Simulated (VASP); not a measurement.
## Mo: single point with LDA

Mo:

```
Mo
1.0
    -1.96949    1.58181    1.58181
     1.58181   -1.96949    1.58181
     1.58181    1.58181   -1.96949
Mo
1
Direct
  0.00000 0.00000 0.00000
```

```json
{
 "Program": "VASP 6.6.1",
 "Task": "single point",
 "Functional": "LDA",
 "Potentials or basis": "VASP PAW LDA potentials, release 64 (Mo_sv)",
 "Cutoff": "520 eV",
 "k mesh": "22 × 22 × 22",
 "Occupations": "gaussian, width 0.15 eV",
 "Spin": "no spin polarisation"
}
```

| Item | Value |
| --- | --- |
| Pressure | 51.5 GPa |
| Band gap on the k mesh | zero (bands 7 and 8 overlap by 4.52 eV) |

Stress tensor (GPa, compression positive):
```
51.53 65.36 65.36
65.36 51.53 65.36
65.36 65.36 51.53
```

Levels at points of the mesh, in eV from the Fermi level:
```tsv
k point	band 3	band 4	band 5	band 6	band 7	band 8	band 9	band 10	band 11	band 12
(0.00, 0.00, 0.00)	-35.23	-31.92	-7.67	-5.21	-2.19	-2.19	5.70	5.70	10.75	17.36
(0.50, 0.00, 0.00)	-34.50	-34.24	-6.44	-4.63	0.61	1.42	4.26	4.90	11.17	17.63
(0.50, 0.50, 0.00)	-35.42	-31.94	-5.91	-5.45	-0.10	2.12	5.85	6.38	7.79	11.08
(0.50, 0.50, 0.50)	-34.59	-34.59	-6.64	-6.64	2.33	2.33	7.67	8.86	8.86	13.68
```

It took 120 s on 1 thread of Intel(R) Xeon(R) Platinum 8259CL CPU @ 2.50GHz (Skylake/Cascade Lake) (shared host), peak memory 0.29 GiB.

Caveat: atoms lie so close that the PAW spheres overlap strongly, which falsifies energies and pressures; the cell stands under pressure.
